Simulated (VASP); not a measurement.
PrAlF: single point with PBE

Crystal: PrAlF.

```
Pr Al F
1.0
     3.65923    0.00000    0.00000
     0.00000    3.65923    0.00000
     0.00000    0.00000    7.74692
Pr Al F
2 2 2
Direct
  0.00000 0.50000 0.65030
  0.50000 0.00000 0.34970
  0.00000 0.50000 0.08390
  0.50000 0.00000 0.91610
  0.00000 0.50000 0.33000
  0.50000 0.00000 0.67000
```

The cell was generated, and may not be a known phase.

```json
{
  "Program": "VASP 6.6.1",
  "Task": "single point",
  "Functional": "PBE",
  "Potentials or basis": "VASP PAW PBE potentials, release 64 (Pr_3, Al, F), 4f in core",
  "Cutoff": "600 eV",
  "k mesh": "6 × 6 × 2",
  "Occupations": "gaussian, width 0.1 eV",
  "Spin": "no spin polarisation",
  "Dipole correction": "no",
  "Further INCAR settings": "ALGO = Normal; EDIFF = 1e-06; NBANDS = 30"
}
```

```
Pressure               : 10.3 GPa
Largest force          : 2.202 eV/Å
Band gap on the k mesh : zero (bands 21 and 22 overlap by 3.21 eV)
```

Forces in eV/Å, atoms in the order of the input:
```
Pr   0.000  0.000  1.119
Pr   0.000  0.000 -1.119
Al   0.000  0.000 -2.202
Al   0.000  0.000  2.202
F    0.000  0.000  0.555
F    0.000  0.000 -0.555
```

Stress tensor (GPa, compression positive):
```
 6.54  0.00  0.00
 0.00  6.54  0.00
 0.00  0.00 17.76
```

Levels at points of the mesh, in eV from the Fermi level:
```csv
k point,band 19,band 20,band 21,band 22,band 23,band 24
"(0.00, 0.00, 0.00)",-1.60,-0.66,-0.63,-0.03,-0.03,0.79
"(0.50, 0.00, 0.00)",-0.90,-0.90,1.00,1.00,1.90,1.90
"(0.50, 0.50, 0.00)",-2.73,-2.73,-0.21,-0.21,0.41,0.41
"(0.00, 0.00, 0.50)",-2.60,-0.78,0.52,0.57,0.68,0.68
"(0.50, 0.00, 0.50)",-0.65,-0.65,-0.01,-0.01,1.90,1.90
"(0.50, 0.50, 0.50)",-2.34,-2.34,-2.21,-2.21,0.48,0.48
```

Wall time 81 s on 1 thread of Intel(R) Xeon(R) Platinum 8375C CPU @ 2.90GHz (Ice Lake), with other jobs on the host, peak memory 0.27 GiB.

Caveat: the k points lie up to 0.41 Å⁻¹ apart, too coarse for converged energies and pressures of a metal; spin-orbit coupling is left out, which moves the levels of the heavy elements; the 4f electrons are frozen in the core, so they carry no moment and show no levels; the run has no spin polarisation, though such a crystal can be magnetic; forces of over 1 eV/Å act on the atoms, so gaps and moduli don't describe the material at rest. Spin polarisation is off, so any magnetic state and its effect on volume and gap are missing.
